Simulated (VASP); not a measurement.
A run of VASP 6.6.1 is set up as follows.

File INCAR:

```
  PREC = Accurate
  ENCUT = 520
  EDIFF = 1E-6
  ISMEAR = -1
  SIGMA = 0.2594
  LREAL = Auto
  LASPH = True
  NELM = 60
  ALGO = Normal
  ISIF = 2
  LWAVE = False
  LCHARG = True
  GGA = PE
  LELF = True
  LVHAR = True
  NBANDS = 110
  ISYM = 0
```

File KPOINTS:

```
Automatic mesh
0
Gamma
  1 1 1
  0.25 0.25 0.25
```

POSCAR

```
Zr2Nb3Cu3
1.0
    6.8185840000      0.0521060000     -0.0543080000
    0.0521060000      6.6479630000     -0.2149050000
   -0.0543080000     -0.2149050000      6.4861440000
Nb Cu Zr
6 6 4
Direct
    0.8660534065      0.8511088911      0.1891393692
    0.0502434215      0.5149954360      0.5366491576
    0.8594714094      0.8023571704      0.6828942961
    0.0959289305      0.0700911987     -0.0084215433
    0.2998594214      0.7250082338      0.7358571842
    0.7307490510      0.2645370009      0.1772253042
    0.4095214724      0.3751523634      0.7995000436
    0.0886382588      0.1576684197      0.3962746585
    0.6702289603      0.5725415873      0.0262266524
    0.3711269798      0.2392443396      0.0983013897
    1.0247814420      0.4915025704      0.9012222347
    0.5517425854      0.0289174488      0.9224412132
    0.4213725242      0.0393544220      0.4466847115
    0.7777661226      0.2707606176      0.7132446848
    0.2722337025      0.6448090043      0.1816635812
    0.5925222619      0.5578885453      0.4719591080
```

Potentials or basis: VASP PAW PBE potentials, release 64 (Nb_sv, Cu, Zr_sv).

Run with:

```sh
$ cat potpaw_PBE.64/Nb_sv/POTCAR potpaw_PBE.64/Cu/POTCAR potpaw_PBE.64/Zr_sv/POTCAR > POTCAR
$ mpirun -np 1 vasp_std > vasp.out
```

Q: Estimate the pressure.

A: 4.9 GPa.

Q: Estimate the largest force.

A: 4.289 eV/Å.

Stress tensor (GPa, compression positive):
```
5.13 1.87 2.86
1.87 5.96 1.68
2.86 1.68 3.52
```

Caveat: the k points lie up to 0.97 Å⁻¹ apart.
